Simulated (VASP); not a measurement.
## Bi: relaxation of shape and atoms at fixed volume with PBEsol

The system is Bi.

```
Bi
1.0
     4.36692    0.00000    0.00000
    -2.18346    3.78186    0.00000
     0.00000    0.00000    4.26906
Bi
2
Direct
  0.33333 0.66667 0.25000
  0.66667 0.33333 0.75000
```

This isn't the form of Bi at room conditions, which is rhombohedral.

| Quantity | Value |
| --- | --- |
| Program | VASP 6.6.1 |
| Task | relaxation of shape and atoms at fixed volume |
| Functional | PBEsol |
| Potentials or basis | VASP PAW PBE potentials, release 64 (Bi_d) |
| Cutoff | 600 eV |
| k mesh | 12 × 12 × 10 |
| Occupations | gaussian, width 0.1 eV |
| Spin | no spin polarisation |
| Dipole correction | no |
| Further INCAR settings | ALGO = Fast; EDIFF = 1e-06; IBRION = 2; EDIFFG = -0.01; NSW = 50; ISIF = 4 |

```
Energy gained by relaxing : 0.8 meV/atom
Ionic steps               : 4
Pressure after relaxing   : -2.4 GPa
Band gap on the k mesh    : zero (bands 15 and 16 overlap by 2.59 eV)
```

Step by step:
| step | energy change (eV) | largest force (eV/Å) | pressure (GPa) | volume (Å³) |
| --- | --- | --- | --- | --- |
| 1 | 0.0000 | 0.0000 | -2.61 | 70.50 |
| 2 | -0.0009 | 0.0000 | -2.52 | 70.50 |
| 3 | -0.0015 | 0.0000 | -2.43 | 70.50 |
| 4 | -0.0015 | 0.0000 | -2.40 | 70.50 |

Final structure:
```cif
data_structure
_symmetry_space_group_name_H-M 'P 1'
_symmetry_Int_Tables_number 1
_cell_length_a 4.3917
_cell_length_b 4.3917
_cell_length_c 4.2211
_cell_angle_alpha 90.000
_cell_angle_beta 90.000
_cell_angle_gamma 120.000
_cell_volume 70.50
loop_
_atom_site_label
_atom_site_type_symbol
_atom_site_fract_x
_atom_site_fract_y
_atom_site_fract_z
_atom_site_occupancy
Bi1 Bi 0.33333 0.66667 0.25000 1
Bi2 Bi 0.66667 0.33333 0.75000 1
```

Levels at points of the mesh, in eV from the Fermi level:
| k point | band 13 | band 14 | band 15 | band 16 | band 17 | band 18 |
| --- | --- | --- | --- | --- | --- | --- |
| (0.00, 0.00, 0.00) | -2.22 | -0.98 | -0.98 | 2.11 | 2.11 | 3.72 |
| (0.50, 0.00, 0.00) | -2.46 | -2.42 | -0.39 | 1.27 | 1.57 | 3.89 |
| (0.00, 0.00, 0.50) | 0.01 | 0.01 | 0.83 | 0.83 | 0.83 | 0.83 |
| (0.50, 0.00, 0.50) | -4.24 | -4.24 | -0.06 | -0.06 | 2.03 | 2.03 |

It took 7.8 min on 1 thread of Intel Xeon 8259CL, with other jobs on the host, peak memory 0.32 GiB.

Caveat: the PAW data sets were made with another functional, which shifts forces and pressure a little; spin-orbit coupling is left out, which moves the levels of the heavy elements.
